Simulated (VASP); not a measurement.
# BaBe4 (P6/mmm) in VASP: single point with PBE

Aim: the single point of BaBe4 with PBE.

All numbers are computed with VASP 6.6.1; they aren't measurements. Logs are shortened: lines on timing, memory, paths and dates and some standing lists are left out, and cuts for length are marked.

### Step 1. The cell of the first run

Symmetry: P6/mmm, No. 191, hexagonal system. Conventional cell: a = 5.064 Å, b = 5.064 Å, c = 3.593 Å, α = 90.00°, β = 90.00°, γ = 120.00°. Within 4.1 Å of Ba (site symmetry 6/mmm) lie 24 Be at 3.03 to 4.04 Å and 2 Ba at 3.59 Å. Be (site symmetry 3m) has 2 Be at 1.61 to 1.98 Å within 2.1 Å.

The cell was generated, and may not be a known phase.

### Step 2. Single point, PBE

Contents of INCAR:

```
SYSTEM = BaBe4
PREC     = Accurate       ! precision mode
ENCUT    = 520            ! plane-wave cutoff, eV
EDIFF    = 1E-6           ! SCF threshold, eV
ISMEAR   = 0              ! smearing method
SIGMA    = 0.1            ! smearing width, eV
LREAL    = .False.        ! projectors in reciprocal space
LASPH    = .True.         ! aspherical terms in the spheres
NELM     = 60             ! most SCF steps
ALGO     = Fast           ! electronic algorithm
ISIF     = 2              ! what is computed and relaxed
LWAVE    = .False.        ! write WAVECAR
LCHARG   = .True.         ! write CHGCAR
GGA      = PE             ! functional
LELF     = .True.         ! ELF
LVHAR    = .True.       
NBANDS   = 17             ! bands
```

Contents of KPOINTS:

```
Automatic mesh
0
Gamma
  6 6 6
  0 0 0
```

Contents of POSCAR:

```
BaBe4
1.0
    5.0635809300      0.0000000000      0.0000000000
   -2.5317904700      4.3851897200      0.0000000000
    0.0000000000      0.0000000000      3.5929939100
Ba Be
1 4
Direct
    0.0000000000      0.0000000000      0.5000000000
    0.3333333300      0.6666666700      0.2761479700
    0.6666666700      0.3333333300      0.2761479700
    0.6666666700      0.3333333300      0.7238520300
    0.3333333300      0.6666666700      0.7238520300
```

Potentials or basis: VASP PAW PBE potentials, release 64 (Ba_sv, Be).

The run is started by

```console
> cat potpaw_PBE.64/Ba_sv/POTCAR potpaw_PBE.64/Be/POTCAR > POTCAR
> mpirun -np 1 vasp_std > vasp.out
```

OUTCAR:

```text
SYSTEM = BaBe4
   PREC = Accurate
   ENCUT = 520
   EDIFF = 1E-6
   ISMEAR = 0
   LREAL = .False.
   LASPH = .True.
   NELM = 60
   ISIF = 2
   GGA = PE

 ion  position               nearest neighbor table
   1  0.000  0.000  0.500-   2 3.03   3 3.03   4 3.03   5 3.03   3 3.03   4 3.03   2 3.03   5 3.03
                             3 3.03   4 3.03   2 3.03   5 3.03
   2  0.333  0.667  0.276-   5 1.61   5 1.98   1 3.03   1 3.03   1 3.03
   3  0.667  0.333  0.276-   4 1.61   4 1.98   1 3.03   1 3.03   1 3.03
   4  0.667  0.333  0.724-   3 1.61   3 1.98   1 3.03   1 3.03   1 3.03
   5  0.333  0.667  0.724-   2 1.61   2 1.98   1 3.03   1 3.03   1 3.03

  LATTYP: Found a hexagonal cell.
 ALAT       =     5.0635809300
 C/A-ratio  =     0.7095756856

  Lattice vectors:

 A1 = (   5.0635809300,   0.0000000000,   0.0000000000)
 A2 = (  -2.5317904700,   4.3851897200,   0.0000000000)
 A3 = (   0.0000000000,   0.0000000000,   3.5929939100)

Analysis of symmetry for initial positions (statically):
=====================================================================
 Subroutine PRICEL returns:
 Original cell was already a primitive cell.

 Routine SETGRP: Setting up the symmetry group for a
 hexagonal supercell.

 Subroutine GETGRP returns: Found 24 space group operations
 (whereof 24 operations were pure point group operations)
 out of a pool of 24 trial point group operations.

The static configuration has the point symmetry D_6h.

Analysis of symmetry for dynamics (positions and initial velocities):
=====================================================================
 Subroutine PRICEL returns:
 Original cell was already a primitive cell.

 Routine SETGRP: Setting up the symmetry group for a
 hexagonal supercell.

 Subroutine GETGRP returns: Found 24 space group operations
 (whereof 24 operations were pure point group operations)
 out of a pool of 24 trial point group operations.

The dynamic configuration has the point symmetry D_6h.

 Subroutine INISYM returns: Found 24 space group operations
 (whereof 24 operations are pure point group operations),
 and found     1 'primitive' translations

----------------------------------------------------------------------------------------

                                     Primitive cell

  volume of cell :      79.7816

  direct lattice vectors                    reciprocal lattice vectors
     5.063580930  0.000000000  0.000000000     0.197488697  0.114020153  0.000000000
    -2.531790470  4.385189720  0.000000000     0.000000000  0.228040305  0.000000000
     0.000000000  0.000000000  3.592993910     0.000000000  0.000000000  0.278319425

  length of vectors
     5.063580930  5.063580933  3.592993910     0.228040305  0.228040305  0.278319425

  position of ions in fractional coordinates (direct lattice)
     0.000000000  0.000000000  0.500000000
     0.333333330  0.666666670  0.276147970
     0.666666670  0.333333330  0.276147970
     0.666666670  0.333333330  0.723852030
     0.333333330  0.666666670  0.723852030

  ion indices of the primitive-cell ions
   primitive index   ion index
                 1           1
                 2           2
                 3           3
                 4           4
                 5           5

----------------------------------------------------------------------------------------

 KPOINTS: Automatic mesh

Automatic generation of k-mesh.
 Grid dimensions read from file:
 generate k-points for:    6    6    6

 Generating k-lattice:

  Cartesian coordinates                     Fractional coordinates (reciprocal lattice)
     0.032914783  0.019003359  0.000000000     0.166666667  0.000000000  0.000000000
     0.000000000  0.038006717  0.000000000     0.000000000  0.166666667  0.000000000
     0.000000000  0.000000000  0.046386571     0.000000000  0.000000000  0.166666667

  Length of vectors
     0.038006717  0.038006717  0.046386571

  Shift w.r.t. Gamma in fractional coordinates (k-lattice)
     0.000000000  0.000000000  0.000000000

 Subroutine IBZKPT returns following result:
 ===========================================

 Found     28 irreducible k-points:

 Following reciprocal coordinates:
            Coordinates               Weight
  0.000000  0.000000  0.000000      1.000000
  0.166667 -0.000000  0.000000      6.000000
  0.333333 -0.000000  0.000000      6.000000
  0.500000 -0.000000  0.000000      3.000000
  0.166667  0.166667  0.000000      6.000000
  0.333333  0.166667  0.000000     12.000000
[... 16 lines left out ...]
  0.166667 -0.000000  0.500000      6.000000
  0.333333 -0.000000  0.500000      6.000000
 [... further k-points ...]
   k-points           NKPTS =     28   k-points in BZ     NKDIM =     28   number of bands    NBANDS=     17
   number of dos      NEDOS =    301   number of ions     NIONS =      5
   total plane-waves  NPLWV =  44800
   dimension x,y,z NGX =    40 NGY =   40 NGZ =   28
   dimension x,y,z NGXF=    80 NGYF=   80 NGZF=   56
   ions per type =               1   4
   NGX,Y,Z   is equivalent  to a cutoff of  13.13, 13.13, 12.96 a.u.
   NGXF,Y,Z  is equivalent  to a cutoff of  26.27, 26.27, 25.91 a.u.
 SYSTEM =  BaBe4
   PREC   = accura    normal or accurate (medium, high low for compatibility)
   ISTART =      0    job   : 0-new  1-cont  2-samecut
   ICHARG =      2    charge: 1-file 2-atom 10-const
   ISPIN  =      1    spin polarized calculation?
   LNONCOLLINEAR =      F non collinear calculations
   LSORBIT =      F    spin-orbit coupling
   LASPH  =      T    aspherical Exc in radial PAW
   ENCUT  =  520.0 eV  38.22 Ry    6.18 a.u.   9.41  9.41  6.68*2*pi/ulx,y,z
   NELM   =     60;   NELMIN=  2; NELMDL= -5     # of ELM steps
   EDIFF  = 0.1E-05   stopping-criterion for ELM
   LREAL  =      F    real-space projection
   EDIFFG = 0.1E-04   stopping-criterion for IOM
   NSW    =      0    number of steps for IOM
   IBRION =     -1    ionic relax: 0-MD 1-quasi-New 2-CG
   NFREE  =      0    steps in history (QN), initial steepest desc. (CG)
   ISIF   =      2    stress and relaxation
   ISYM   =      2    0-nonsym 1-usesym 2-fastsym
   POTIM  = 0.5000    time-step for ionic-motion
   TEBEG  =    0.0;   TEEND  =   0.0 temperature during run
   PSTRESS=    0.0 pullay stress
   NELECT =      18.0000    total number of electrons
   NUPDOWN=      -1.0000    fix difference up-down
   EMIN   =  10.00;   EMAX   =-10.00  energy-range for DOS
   EFERMI =   0.00;   METHOD = LEGACY
   ISMEAR =     0;   SIGMA  =   0.10  broadening in eV -4-tet -1-fermi 0-gaus
   EFERMI_NEDOS =   21; number of points for ismear=-14 and -15
   IALGO  =     68    algorithm
   IMIX   =      4    mixing-type and parameters
     AMIX     =   0.40;   BMIX     =  1.00
     AMIX_MAG =   1.60;   BMIX_MAG =  1.00
  volume/ion in A,a.u.               =      15.96       107.68
  Fermi-wavevector in a.u.,A,eV,Ry     =   0.996624  1.883347 13.514122  0.993260
  Thomas-Fermi vector in A             =   2.128725
   LORBIT       =      0    0 simple, 1 ext, 2 COOP (PROOUT), +10 PAW based schemes
   GGA     = PE    functional components
   LHFCALC =     F    Hartree Fock is set to
   AEXX    =    0.0000 exact exchange contribution
   IVDW    =     0    specifies the selected vdW correction
   LEPSILON=     F    determine dielectric tensor
   LRPA    =     F    only Hartree local field effects (RPA)
 non-spin polarized calculation
 RMM-DIIS sequential band-by-band and
 Gauss-broadening in eV      SIGMA  =   0.10
  energy-cutoff  :      520.00
  volume of cell :       79.78
 maximum number of plane-waves:      2169
 NGX is ok and might be reduce to    40
   NGX = 19   NGY = 19   NGZ = 13

 number of electron      17.9999999 magnetization

 Free energy of the ion-electron system (eV)
  ---------------------------------------------------
  ext. energy  EPLUGINS =         0.00000000
  ---------------------------------------------------
  free energy    TOTEN  =       -10.08593728 eV

  energy without entropy =      -10.07430302  energy(sigma->0) =      -10.08012015

 E-fermi :   3.6113     XC(G=0):  -9.4102

 val. band max:        3.6059293819   @ k =   0.1667   0.1667   0.1667
 cond. band min:       3.6384069626   @ k =   0.3333   0.1667   0.5000
 fundamental gap:      0.0324775807
 Fermi energy:         3.6113040003

 k-point     1 :       0.0000    0.0000    0.0000
  band No.  band energies     occupation
      1     -24.0607      2.00000
      2      -9.4120      2.00000
      3      -9.4120      2.00000
      4      -8.7403      2.00000
      5      -3.1574      2.00000
      6       0.7373      2.00000
[... 9 lines left out ...]
     16       9.2354      0.00000
     17      11.3427      0.00000

 k-point     2 :       0.1667   -0.0000    0.0000
  band No.  band energies     occupation
      1     -24.0585      2.00000
      2      -9.4960      2.00000
      3      -9.4335      2.00000
      4      -8.7377      2.00000
      5      -2.8479      2.00000
      6       0.1228      2.00000
[... 9 lines left out ...]
     16       9.8403      0.00000
     17      11.8480      0.00000

 k-point     3 :       0.3333   -0.0000    0.0000
  band No.  band energies     occupation
      1     -24.0540      2.00000
      2      -9.6525      2.00000
      3      -9.4757      2.00000
      4      -8.7326      2.00000
      5      -2.1066      2.00000
      6      -0.5609      2.00000
[... 9 lines left out ...]
     16      10.1805      0.00000
     17      11.2161      0.00000

 k-point     4 :       0.5000   -0.0000    0.0000
  band No.  band energies     occupation
      1     -24.0518      2.00000
      2      -9.7260      2.00000
      3      -9.4964      2.00000
      4      -8.7300      2.00000
      5      -1.5476      2.00000
      6      -0.9336      2.00000
[... 9 lines left out ...]
     16       9.8036      0.00000
     17      10.2649      0.00000

 k-point     5 :       0.1667    0.1667    0.0000
  band No.  band energies     occupation
      1     -24.0551      2.00000
      2      -9.6003      2.00000
      3      -9.4808      2.00000
      4      -8.7338      2.00000
      5      -2.3042      2.00000
      6      -0.3714      2.00000
[... 9 lines left out ...]
     16      10.2678      0.00000
     17      11.3411      0.00000

 k-point     6 :       0.3333    0.1667    0.0000
  band No.  band energies     occupation
      1     -24.0518      2.00000
      2      -9.6892      2.00000
      3      -9.5375      2.00000
      4      -8.7300      2.00000
      5      -1.5012      2.00000
      6      -0.7977      2.00000
[... 9 lines left out ...]
     16      10.3957      0.00000
     17      10.5730      0.00000
[... 281 lines left out ...]
 k-point    21 :       0.3333    0.3333    0.3333
  band No.  band energies     occupation
      1     -23.9207      2.00000
      2      -9.8957      2.00000
      3      -9.4319      2.00000
      4      -9.4319      2.00000
      5      -0.3940      2.00000
      6      -0.3940      2.00000
[... 9 lines left out ...]
     16      10.1708      0.00000
     17      10.2940      0.00000

 k-point    22 :       0.0000    0.0000    0.5000
  band No.  band energies     occupation
      1     -23.8846      2.00000
      2     -10.2808      2.00000
      3      -9.1842      2.00000
      4      -9.1842      2.00000
      5      -1.4481      2.00000
      6      -0.3955      2.00000
[... 9 lines left out ...]
     16       8.7882      0.00000
     17      12.3391      0.00000

 k-point    23 :       0.1667   -0.0000    0.5000
  band No.  band energies     occupation
      1     -23.8826      2.00000
      2     -10.2694      2.00000
      3      -9.2478      2.00000
      4      -9.2004      2.00000
      5      -1.1465      2.00000
      6      -0.4399      2.00000
[... 9 lines left out ...]
     16       8.2822      0.00000
     17      11.3458      0.00000

 k-point    24 :       0.3333   -0.0000    0.5000
  band No.  band energies     occupation
      1     -23.8787      2.00000
      2     -10.2464      2.00000
      3      -9.3690      2.00000
      4      -9.2325      2.00000
      5      -0.5004      2.00000
      6      -0.4397      2.00000
[... 9 lines left out ...]
     16       9.0896      0.00000
     17       9.2538      0.00000

 [... further k-points ...]

------------------------ aborting loop because EDIFF is reached ----------------------------------------

  FORCE on cell =-STRESS in cart. coord.  units (eV):
  Direction    XX          YY          ZZ          XY          YZ          ZX
  --------------------------------------------------------------------------------------
  -------------------------------------------------------------------------------------
  Total       -1.2829321     -1.2829321     28.3154989      0.0000000      0.0000000      0.0000000
  in kB      -25.7639020    -25.7639020    568.6331523      0.0000000      0.0000000      0.0000000
  external PRESSURE =     172.3684495 kB  Pullay stress =       0.0000000 kB

 VOLUME and BASIS-vectors are now :
 -----------------------------------------------------------------------------
  energy-cutoff  :      520.00
  volume of cell :       79.78
      direct lattice vectors                 reciprocal lattice vectors
     5.063580930  0.000000000  0.000000000     0.197488697  0.114020153  0.000000000
    -2.531790470  4.385189720  0.000000000     0.000000000  0.228040305  0.000000000
     0.000000000  0.000000000  3.592993910     0.000000000  0.000000000  0.278319425

 POSITION                                       TOTAL-FORCE (eV/Angst)
 -----------------------------------------------------------------------------------
      0.00000      0.00000      1.79650         0.000000     -0.000000     -0.000000
     -0.00000      2.92346      0.99220         0.000000     -0.000000     -5.726421
      2.53179      1.46173      0.99220        -0.000000      0.000000     -5.726421
      2.53179      1.46173      2.60080        -0.000000      0.000000      5.726421
     -0.00000      2.92346      2.60080         0.000000     -0.000000      5.726421
 -----------------------------------------------------------------------------------
    total drift:                               -0.000000     -0.000000     -0.000000

  FREE ENERGIE OF THE ION-ELECTRON SYSTEM (eV)
  ---------------------------------------------------
  free  energy   TOTEN  =       -10.0859372789 eV

  energy  without entropy=      -10.0743030215  energy(sigma->0) =      -10.08012015
```

Run time: 50 s. Hardware: 1 thread of Intel Xeon Platinum 8375C at 2.90GHz (Ice Lake), shared host; peak memory 0.22 GiB.

What came out:

```
Free energy            : -10.0859 eV
Pressure               : 17.2 GPa
Largest force          : 5.726 eV/Å
Band gap on the k mesh : zero (bands 9 and 10 overlap by 0.44 eV)
```

Forces on the atoms (eV/Å):
```
Ba   0.000  0.000  0.000
Be   0.000  0.000 -5.726
Be   0.000  0.000 -5.726
Be   0.000  0.000  5.726
Be   0.000  0.000  5.726
```

Caveat: the stress differs along the axes, from -3 to 57 GPa; spin-orbit coupling is left out, which moves the levels of the heavy elements; forces of over 1 eV/Å act on the atoms, so gaps and moduli don't describe the material at rest.

The gap in the log of VASP goes by the Fermi energy; the results here count the filled bands.